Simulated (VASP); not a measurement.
Input of a VASP 6.6.1 run:

File INCAR:

```
SYSTEM = Pd
PREC = Accurate ; ENCUT = 600
EDIFF = 1E-6 ; ISMEAR = 0
SIGMA = 0.1 ; LREAL = .False.
LASPH = .True. ; NELM = 80
ALGO = Normal ; ISIF = 3
LWAVE = .False. ; LCHARG = .False.
GGA = PS ; IBRION = 2
NSW = 80 ; EDIFFG = -0.01
```

File KPOINTS:

```
Automatic mesh
0
Gamma
  18 18 18
  0 0 0
```

POSCAR

```
Pd
1.0
    0.0000000000      1.9697740439      1.9697740439
    1.9697740439      0.0000000000      1.9697740439
    1.9697740439      1.9697740439      0.0000000000
Pd
1
Direct
    0.0000000000      0.0000000000      0.0000000000
```

Potentials or basis: VASP PAW PBE potentials, release 64 (Pd).

Launch:

```console
$ cat potpaw_PBE.64/Pd/POTCAR > POTCAR
$ mpirun -np 1 vasp_std > vasp.out
```

Question: Predict the relaxed cell.

Answer: a = 2.739 Å, b = 2.739 Å, c = 2.739 Å, α = 60.00°, β = 60.00°, γ = 60.00°.

Question: What does it give for the relaxed volume?

Answer: 14.52 Å³/atom.

The path:
| step | energy change (eV) | largest force (eV/Å) | pressure (GPa) | volume (Å³) |
| --- | --- | --- | --- | --- |
| 1 | 0.0000 | 0.0000 | -9.27 | 15.29 |
| 2 | 0.0415 | 0.0000 | 20.34 | 13.41 |
| 3 | -0.0231 | 0.0000 | -0.23 | 14.54 |
| 4 | -0.0231 | 0.0000 | 0.00 | 14.52 |

Caveat: the PAW data sets were made with another functional, which shifts forces and pressure a little.
